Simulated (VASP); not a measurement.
# SnO2 (Pnnm) in VASP: a series of runs

SnO2 is run at these levels: LDA; tasks: single point.

All numbers are computed with VASP 6.6.1; they aren't measurements. Logs are shortened: lines on timing, memory, paths and dates and some standing lists are left out, and cuts for length are marked.

## Step 1: The cell of the first run

The structure is orthorhombic, space group Pnnm (No. 58). Conventional cell: a = 4.667 Å, b = 4.667 Å, c = 3.153 Å, α = 90.00°, β = 90.00°, γ = 90.00°. Within 2.5 Å of Sn (site symmetry 2/m) lie 6 O at 1.90 to 2.12 Å. Within 2.5 Å of O (site symmetry m) lie 3 Sn at 1.90 to 2.12 Å.

## Step 2: Single point, LDA (atoms shifted along a free coordinate)

INCAR

```
SYSTEM = SnO2
PREC     = Accurate       ! precision mode
ENCUT    = 520            ! plane-wave cutoff, eV
EDIFF    = 1E-6           ! SCF threshold, eV
ISMEAR   = 0              ! smearing method
SIGMA    = 0.05           ! smearing width, eV
LREAL    = .FALSE.        ! projectors in reciprocal space
LASPH    = .TRUE.         ! aspherical terms in the spheres
NELM     = 80             ! most SCF steps
ALGO     = Normal         ! electronic algorithm
ISIF     = 2              ! what is computed and relaxed
LWAVE    = .FALSE.        ! write WAVECAR
LCHARG   = .FALSE.        ! write CHGCAR
NBANDS   = 35             ! bands
```

KPOINTS

```
Automatic mesh
0
G
  6 6 8
  0 0 0
```

POSCAR

```
SnO2
1.0
    4.6665314825      0.0000000000      0.0000000000
    0.0000000000      4.6671047442      0.0000000000
    0.0000000000      0.0000000000      3.1527341536
Sn O
2 4
Direct
    0.5000000000      0.5000000000      0.5000000000
    0.0000000000      0.0000000000      0.0000000000
    0.3059833077      0.2672588243      0.0000000000
    0.8059833077      0.2327411757      0.5000000000
    0.1940166923      0.7672588243      0.5000000000
    0.6940166923      0.7327411757      0.0000000000
```

Potentials or basis: VASP PAW LDA potentials, release 64 (Sn_d, O).

Run with:

```bash
$ cat potpaw_LDA.64/Sn_d/POTCAR potpaw_LDA.64/O/POTCAR > POTCAR
$ mpirun -np 1 vasp_std > vasp.out
```

OUTCAR:

```text
SYSTEM = SnO2
   PREC = Accurate
   ENCUT = 520
   EDIFF = 1E-6
   ISMEAR = 0
   LREAL = .FALSE.
   LASPH = .TRUE.
   NELM = 80
   ISIF = 2

 ion  position               nearest neighbor table
   1  0.500  0.500  0.500-   5 1.90   4 1.90   6 2.12   6 2.12   3 2.12   3 2.12   2 3.66   2 3.66
                             2 3.66   2 3.66   2 3.66   2 3.66   2 3.66   2 3.66
   2  0.000  0.000  0.000-   3 1.90   6 1.90   4 2.12   4 2.12   5 2.12   5 2.12   1 3.66   1 3.66
                             1 3.66   1 3.66   1 3.66   1 3.66   1 3.66   1 3.66
   3  0.306  0.267  0.000-   2 1.90   1 2.12   1 2.12
   4  0.806  0.233  0.500-   1 1.90   2 2.12   2 2.12
   5  0.194  0.767  0.500-   1 1.90   2 2.12   2 2.12
   6  0.694  0.733  0.000-   2 1.90   1 2.12   1 2.12

  LATTYP: Found a simple orthorhombic cell.
 ALAT       =     3.1527341536
 B/A-ratio  =     1.4801538142
 C/A-ratio  =     1.4803356442

  Lattice vectors:

 A1 = (   0.0000000000,   0.0000000000,   3.1527341536)
 A2 = (   4.6665314825,   0.0000000000,   0.0000000000)
 A3 = (   0.0000000000,   4.6671047442,   0.0000000000)

Analysis of symmetry for initial positions (statically):
=====================================================================
 Subroutine PRICEL returns:
 Original cell was already a primitive cell.

 Routine SETGRP: Setting up the symmetry group for a
 simple orthorhombic supercell.

 Subroutine GETGRP returns: Found  8 space group operations
 (whereof  4 operations were pure point group operations)
 out of a pool of  8 trial point group operations.

The static configuration has the point symmetry C_2h.
 The point group associated with its full space group is D_2h.

Analysis of symmetry for dynamics (positions and initial velocities):
=====================================================================
 Subroutine PRICEL returns:
 Original cell was already a primitive cell.

 Routine SETGRP: Setting up the symmetry group for a
 simple orthorhombic supercell.

 Subroutine GETGRP returns: Found  8 space group operations
 (whereof  4 operations were pure point group operations)
 out of a pool of  8 trial point group operations.

The dynamic configuration has the point symmetry C_2h.
 The point group associated with its full space group is D_2h.

 Subroutine INISYM returns: Found  8 space group operations
 (whereof  4 operations are pure point group operations),
 and found     1 'primitive' translations

----------------------------------------------------------------------------------------

                                     Primitive cell

  volume of cell :      68.6640

  direct lattice vectors                    reciprocal lattice vectors
     4.666531482  0.000000000  0.000000000     0.214291922  0.000000000  0.000000000
     0.000000000  4.667104744  0.000000000     0.000000000  0.214265600  0.000000000
     0.000000000  0.000000000  3.152734154     0.000000000  0.000000000  0.317185006

  length of vectors
     4.666531482  4.667104744  3.152734154     0.214291922  0.214265600  0.317185006

  position of ions in fractional coordinates (direct lattice)
     0.500000000  0.500000000  0.500000000
     0.000000000  0.000000000  0.000000000
     0.305983308  0.267258824  0.000000000
     0.805983308  0.232741176  0.500000000
     0.194016692  0.767258824  0.500000000
     0.694016692  0.732741176  0.000000000

  ion indices of the primitive-cell ions
   primitive index   ion index
                 1           1
                 2           2
                 3           3
                 4           4
                 5           5
                 6           6

----------------------------------------------------------------------------------------

 KPOINTS: Automatic mesh

Automatic generation of k-mesh.
 Grid dimensions read from file:
 generate k-points for:    6    6    8

 Generating k-lattice:

  Cartesian coordinates                     Fractional coordinates (reciprocal lattice)
     0.035715320  0.000000000  0.000000000     0.166666667  0.000000000  0.000000000
     0.000000000  0.035710933  0.000000000     0.000000000  0.166666667  0.000000000
     0.000000000  0.000000000  0.039648126     0.000000000  0.000000000  0.125000000

  Length of vectors
     0.035715320  0.035710933  0.039648126

  Shift w.r.t. Gamma in fractional coordinates (k-lattice)
     0.000000000  0.000000000  0.000000000

 Subroutine IBZKPT returns following result:
 ===========================================

 Found     80 irreducible k-points:

 Following reciprocal coordinates:
            Coordinates               Weight
  0.000000  0.000000  0.000000      1.000000
  0.166667  0.000000  0.000000      2.000000
  0.333333  0.000000  0.000000      2.000000
  0.500000  0.000000  0.000000      1.000000
  0.000000  0.166667  0.000000      2.000000
  0.166667  0.166667  0.000000      4.000000
[... 16 lines left out ...]
  0.333333  0.166667  0.125000      8.000000
  0.500000  0.166667  0.125000      4.000000
 [... further k-points ...]
   k-points           NKPTS =     80   k-points in BZ     NKDIM =     80   number of bands    NBANDS=     35
   number of dos      NEDOS =    301   number of ions     NIONS =      6
   total plane-waves  NPLWV =  31104
   dimension x,y,z NGX =    36 NGY =   36 NGZ =   24
   dimension x,y,z NGXF=    72 NGYF=   72 NGZF=   48
   ions per type =               2   4
   NGX,Y,Z   is equivalent  to a cutoff of  12.83, 12.82, 12.66 a.u.
   NGXF,Y,Z  is equivalent  to a cutoff of  25.65, 25.65, 25.31 a.u.
 SYSTEM =  SnO2
   PREC   = accura    normal or accurate (medium, high low for compatibility)
   ISTART =      0    job   : 0-new  1-cont  2-samecut
   ICHARG =      2    charge: 1-file 2-atom 10-const
   ISPIN  =      1    spin polarized calculation?
   LNONCOLLINEAR =      F non collinear calculations
   LSORBIT =      F    spin-orbit coupling
   LASPH  =      T    aspherical Exc in radial PAW
   ENCUT  =  520.0 eV  38.22 Ry    6.18 a.u.   8.68  8.68  5.86*2*pi/ulx,y,z
   NELM   =     80;   NELMIN=  2; NELMDL= -5     # of ELM steps
   EDIFF  = 0.1E-05   stopping-criterion for ELM
   LREAL  =      F    real-space projection
   EDIFFG = 0.1E-04   stopping-criterion for IOM
   NSW    =      0    number of steps for IOM
   IBRION =     -1    ionic relax: 0-MD 1-quasi-New 2-CG
   NFREE  =      0    steps in history (QN), initial steepest desc. (CG)
   ISIF   =      2    stress and relaxation
   ISYM   =      2    0-nonsym 1-usesym 2-fastsym
   POTIM  = 0.5000    time-step for ionic-motion
   TEBEG  =    0.0;   TEEND  =   0.0 temperature during run
   PSTRESS=    0.0 pullay stress
   NELECT =      52.0000    total number of electrons
   NUPDOWN=      -1.0000    fix difference up-down
   EMIN   =  10.00;   EMAX   =-10.00  energy-range for DOS
   EFERMI =   0.00;   METHOD = LEGACY
   ISMEAR =     0;   SIGMA  =   0.05  broadening in eV -4-tet -1-fermi 0-gaus
   EFERMI_NEDOS =   21; number of points for ismear=-14 and -15
   IALGO  =     38    algorithm
   IMIX   =      4    mixing-type and parameters
     AMIX     =   0.40;   BMIX     =  1.00
     AMIX_MAG =   1.60;   BMIX_MAG =  1.00
  volume/ion in A,a.u.               =      11.44        77.23
  Fermi-wavevector in a.u.,A,eV,Ry     =   1.492220  2.819887 30.296380  2.226721
  Thomas-Fermi vector in A             =   2.604776
   LORBIT       =      0    0 simple, 1 ext, 2 COOP (PROOUT), +10 PAW based schemes
   GGA     = CA    functional components
   LHFCALC =     F    Hartree Fock is set to
   AEXX    =    0.0000 exact exchange contribution
   IVDW    =     0    specifies the selected vdW correction
   LEPSILON=     F    determine dielectric tensor
   LRPA    =     F    only Hartree local field effects (RPA)
 non-spin polarized calculation
 Gauss-broadening in eV      SIGMA  =   0.05
  energy-cutoff  :      520.00
  volume of cell :       68.66
 maximum number of plane-waves:      1883
 NGX is ok and might be reduce to    36
   NGX = 17   NGY = 17   NGZ = 11

 number of electron      51.9999976 magnetization

 Free energy of the ion-electron system (eV)
  ---------------------------------------------------
  ext. energy  EPLUGINS =         0.00000000
  ---------------------------------------------------
  free energy    TOTEN  =       -41.41225964 eV

  energy without entropy =      -41.41225964  energy(sigma->0) =      -41.41225964

 E-fermi :   6.5074     XC(G=0): -12.0403

 val. band max:        6.2662766666   @ k =   0.0000   0.0000   0.0000
 cond. band min:       7.7163580896   @ k =   0.0000   0.0000   0.0000
 fundamental gap:      1.4500814230
 Fermi energy:         6.5073621867

 k-point     1 :       0.0000    0.0000    0.0000
  band No.  band energies     occupation
      1     -14.9514      2.00000
      2     -14.1220      2.00000
      3     -13.6576      2.00000
      4     -13.6472      2.00000
      5     -13.5600      2.00000
      6     -13.5545      2.00000
[... 27 lines left out ...]
     34      19.2608      0.00000
     35      19.7832      0.00000

 k-point     2 :       0.1667    0.0000    0.0000
  band No.  band energies     occupation
      1     -14.9053      2.00000
      2     -14.1793      2.00000
      3     -13.6535      2.00000
      4     -13.6460      2.00000
      5     -13.5556      2.00000
      6     -13.5509      2.00000
[... 27 lines left out ...]
     34      19.2430      0.00000
     35      19.5958      0.00000

 k-point     3 :       0.3333    0.0000    0.0000
  band No.  band energies     occupation
      1     -14.7722      2.00000
      2     -14.3480      2.00000
      3     -13.6451      2.00000
      4     -13.6432      2.00000
      5     -13.5460      2.00000
      6     -13.5433      2.00000
[... 27 lines left out ...]
     34      19.0901      0.00000
     35      19.1451      0.00000
[... 723 lines left out ...]
 k-point    23 :       0.3333    0.1667    0.1250
  band No.  band energies     occupation
      1     -14.7368      2.00000
      2     -14.4226      2.00000
      3     -13.6753      2.00000
      4     -13.6451      2.00000
      5     -13.5966      2.00000
      6     -13.5479      2.00000
[... 27 lines left out ...]
     34      18.2558      0.00000
     35      19.0438      0.00000

 k-point    24 :       0.5000    0.1667    0.1250
  band No.  band energies     occupation
      1     -14.5920      2.00000
      2     -14.5920      2.00000
      3     -13.6609      2.00000
      4     -13.6609      2.00000
      5     -13.5693      2.00000
      6     -13.5693      2.00000
[... 27 lines left out ...]
     34      17.9188      0.00000
     35      19.0154      0.00000

 [... further k-points ...]
[... 5 lines left out ...]
  --------------------------------------------------------------------------------------
  -------------------------------------------------------------------------------------
  Total        7.5633465      3.8523706      1.6849368     -0.0000000      0.0000000      0.0000000
  in kB      176.4799943     89.8896193     39.3156180     -0.0000000      0.0000000      0.0000000
  external PRESSURE =     101.8950772 kB  Pullay stress =       0.0000000 kB

 VOLUME and BASIS-vectors are now :
 -----------------------------------------------------------------------------
  energy-cutoff  :      520.00
  volume of cell :       68.66
      direct lattice vectors                 reciprocal lattice vectors
     4.666531482  0.000000000  0.000000000     0.214291922  0.000000000  0.000000000
     0.000000000  4.667104744  0.000000000     0.000000000  0.214265600  0.000000000
     0.000000000  0.000000000  3.152734154     0.000000000  0.000000000  0.317185006

 POSITION                                       TOTAL-FORCE (eV/Angst)
 -----------------------------------------------------------------------------------
      2.33327      2.33355      1.57637         0.000000      0.000000      0.000000
      0.00000      0.00000      0.00000         0.000000      0.000000      0.000000
      1.42788      1.24732      0.00000         2.180018      2.218370     -0.000000
      3.76115      1.08623      1.57637         2.180018     -2.218370     -0.000000
      0.90539      3.58088      1.57637        -2.180018      2.218370      0.000000
      3.23865      3.41978      0.00000        -2.180018     -2.218370      0.000000
 -----------------------------------------------------------------------------------
    total drift:                                0.000000     -0.000000      0.000000

  FREE ENERGIE OF THE ION-ELECTRON SYSTEM (eV)
  ---------------------------------------------------
  free  energy   TOTEN  =       -41.4122596373 eV

  energy  without entropy=      -41.4122596373  energy(sigma->0) =      -41.41225964
```

It took 59 s on 1 thread of Intel Xeon 6975P-C (Granite Rapids), shared host; peak memory 0.25 GiB.

Results:

* Free energy: -41.4123 eV
* Pressure: 10.2 GPa
* Largest force: 3.110 eV/Å
* Band gap on the k mesh: 1.45 eV

Forces on the atoms (eV/Å):
```
Sn   0.000  0.000  0.000
Sn   0.000  0.000  0.000
O    2.180  2.218  0.000
O    2.180 -2.218  0.000
O   -2.180  2.218  0.000
O   -2.180 -2.218  0.000
```

Stress tensor (GPa, compression positive):
```
17.65  0.00  0.00
 0.00  8.99  0.00
 0.00  0.00  3.93
```

Levels at points of the mesh, in eV from the valence-band top:
| k point | band 22 | band 23 | band 24 | band 25 | band 26 | band 27 | band 28 | band 29 | band 30 | band 31 |
| --- | --- | --- | --- | --- | --- | --- | --- | --- | --- | --- |
| (0.00, 0.00, 0.00) | -1.21 | -1.12 | -0.75 | -0.65 | 0.00 | 1.45 | 6.22 | 6.23 | 7.09 | 9.68 |
| (0.50, 0.00, 0.00) | -2.46 | -1.11 | -1.11 | -0.50 | -0.50 | 4.90 | 4.90 | 7.86 | 7.86 | 10.95 |
| (0.00, 0.50, 0.00) | -2.15 | -1.10 | -1.10 | -0.37 | -0.37 | 4.73 | 4.73 | 7.18 | 7.18 | 11.65 |
| (0.50, 0.50, 0.00) | -2.53 | -1.28 | -1.28 | -0.78 | -0.78 | 5.68 | 5.68 | 7.83 | 7.83 | 11.72 |
| (0.00, 0.00, 0.50) | -3.18 | -1.76 | -1.76 | -1.12 | -1.12 | 6.24 | 6.24 | 9.31 | 9.31 | 10.62 |
| (0.50, 0.00, 0.50) | -1.70 | -1.24 | -1.24 | -0.39 | -0.39 | 6.53 | 6.53 | 7.68 | 7.68 | 11.06 |
| (0.00, 0.50, 0.50) | -2.00 | -0.89 | -0.89 | -0.75 | -0.75 | 6.65 | 6.65 | 7.75 | 7.75 | 10.61 |
| (0.50, 0.50, 0.50) | -1.68 | -0.71 | -0.71 | -0.68 | -0.68 | 4.14 | 4.14 | 9.47 | 9.47 | 10.60 |

Caveat: the cell differs from its parent crystal (atoms shifted along a free coordinate); the stress differs along the axes, from 4 to 18 GPa; spin-orbit coupling is left out, which moves the levels of the heavy elements; forces of over 1 eV/Å act on the atoms, so gaps and moduli don't describe the material at rest.

## Step 3: Single point, LDA (atoms shifted along a free coordinate)

INCAR

```
PREC     = Accurate       # precision mode
ENCUT    = 520            # plane-wave cutoff, eV
EDIFF    = 1E-6           # SCF threshold, eV
ISMEAR   = 0              # smearing method
SIGMA    = 0.05           # smearing width, eV
LREAL    = F              # projectors in reciprocal space
LASPH    = T              # aspherical terms in the spheres
NELM     = 80             # most SCF steps
ALGO     = Normal         # electronic algorithm
ISIF     = 2              # what is computed and relaxed
LWAVE    = F              # write WAVECAR
LCHARG   = F              # write CHGCAR
GGA      = CA             # functional
NBANDS   = 35             # bands
```

KPOINTS

```
Automatic mesh
0
Gamma
  6 6 8
```

POSCAR

```
SnO2
1.0
    4.7767255581      0.0000000000      0.0000000000
    0.0000000000      4.7773123567      0.0000000000
    0.0000000000      0.0000000000      3.2271818729
Sn O
2 4
Direct
    0.5000000000      0.5000000000      0.5000000000
    0.0000000000      0.0000000000      0.0000000000
    0.3059833077      0.3580510778      0.0000000000
    0.8059833077      0.1419489222      0.5000000000
    0.1940166923      0.8580510778      0.5000000000
    0.6940166923      0.6419489222      0.0000000000
```

Potentials or basis: VASP PAW LDA potentials, release 64 (Sn_d, O).

Run with:

```bash
$ cat potpaw_LDA.64/Sn_d/POTCAR potpaw_LDA.64/O/POTCAR > POTCAR
$ mpirun -np 1 vasp_std > vasp.out
```

It took 4.8 min on 1 thread of AMD EPYC 7R13, shared host; peak memory 0.23 GiB.

It converged, with:

```
Free energy            : -40.9457 eV
Pressure               : 5.0 GPa
Largest force          : 3.967 eV/Å
Band gap on the k mesh : 1.26 eV
```

Forces in eV/Å, atoms in the order of the input:
```
Sn   0.000  0.000  0.000
Sn   0.000  0.000  0.000
O   -2.942 -2.661  0.000
O   -2.942  2.661  0.000
O    2.942 -2.661  0.000
O    2.942  2.661  0.000
```

Stress tensor (GPa, compression positive):
```
 8.74  0.00  0.00
 0.00 -2.15  0.00
 0.00  0.00  8.31
```

Levels at points of the mesh, in eV from the valence-band top:
```csv
k point,band 23,band 24,band 25,band 26,band 27,band 28,band 29,band 30
"(0.00, 0.00, 0.00)",-0.89,-0.50,-0.39,0.00,1.26,4.81,6.28,6.51
"(0.50, 0.00, 0.00)",-0.99,-0.99,-0.42,-0.42,3.85,3.85,6.06,6.06
"(0.00, 0.50, 0.00)",-0.98,-0.98,-0.67,-0.67,4.11,4.11,6.87,6.87
"(0.50, 0.50, 0.00)",-1.04,-1.04,-0.68,-0.68,3.91,3.91,6.85,6.85
"(0.00, 0.00, 0.50)",-1.38,-1.38,-0.96,-0.96,6.49,6.49,8.81,8.81
"(0.50, 0.00, 0.50)",-0.87,-0.87,-0.29,-0.29,6.82,6.82,7.42,7.42
"(0.00, 0.50, 0.50)",-1.02,-1.02,-0.21,-0.21,6.72,6.72,7.01,7.01
"(0.50, 0.50, 0.50)",-1.19,-1.19,-0.62,-0.62,5.92,5.92,7.65,7.65
```

Caveat: the cell differs from its parent crystal (atoms shifted along a free coordinate); the stress differs along the axes, from -2 to 9 GPa; spin-orbit coupling is left out, which moves the levels of the heavy elements; forces of over 1 eV/Å act on the atoms, so gaps and moduli don't describe the material at rest.

(Part 1 of 2 ends here.)
